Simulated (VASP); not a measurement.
Write the native input for VASP 6.6.1 that does the following.

* Task: single point
* Functional: LDA
* Potentials or basis: VASP PAW LDA potentials, release 64 (Al, O)
* Cutoff: 520 eV
* k mesh: 12 × 12 × 4
* Occupations: gaussian, width 0.05 eV
* Spin: no spin polarisation
* Dipole correction: no
* Further INCAR settings: ALGO = Normal; EDIFF = 1e-06; NBANDS = 20

The structure of Al2O3 lies in POSCAR:

```
Al2O3
1.0
    3.0174825440      0.0000000000      0.0000000000
   -1.5087412720      2.6132165386      0.0000000000
    0.0000000000      0.0000000000      7.5746360022
Al O
2 3
Direct
    0.0000000000      0.0000000000      0.2779510000
    0.0000000000      0.0000000000      0.7220490000
    0.3333333333      0.6666666667      0.1994540000
    0.6666666667      0.3333333333      0.8005460000
    0.0000000000      0.0000000000      0.5000000000
```

The input as run:

INCAR

```
SYSTEM = Al2O3
ALGO     = Normal         ! electronic algorithm
EDIFF    = 1E-6           ! SCF threshold, eV
ENCUT    = 520            ! plane-wave cutoff, eV
GGA      = CA             ! functional
ISIF     = 2              ! what is computed and relaxed
ISMEAR   = 0              ! smearing method
LASPH    = .TRUE.         ! aspherical terms in the spheres
LCHARG   = .FALSE.        ! write CHGCAR
LREAL    = .FALSE.        ! projectors in reciprocal space
LWAVE    = .FALSE.        ! write WAVECAR
NBANDS   = 20             ! bands
NELM     = 80             ! most SCF steps
PREC     = Accurate       ! precision mode
SIGMA    = 0.05           ! smearing width, eV
```

KPOINTS

```
k-points
0
G
  12 12 4
  0 0 0
```

Potentials or basis: VASP PAW LDA potentials, release 64 (Al, O).

Launch:

```console
$ cat potpaw_LDA.64/Al/POTCAR potpaw_LDA.64/O/POTCAR > POTCAR
$ mpirun -np 1 vasp_std > vasp.out
```

It gave:

- Pressure: -7.6 GPa
- Largest force: 0.430 eV/Å
- Band gap on the k mesh: 2.19 eV, direct

Wall time 24 s on 1 thread of Intel(R) Xeon(R) 6975P-C (Granite Rapids), with other jobs on the host, peak memory 0.19 GiB.
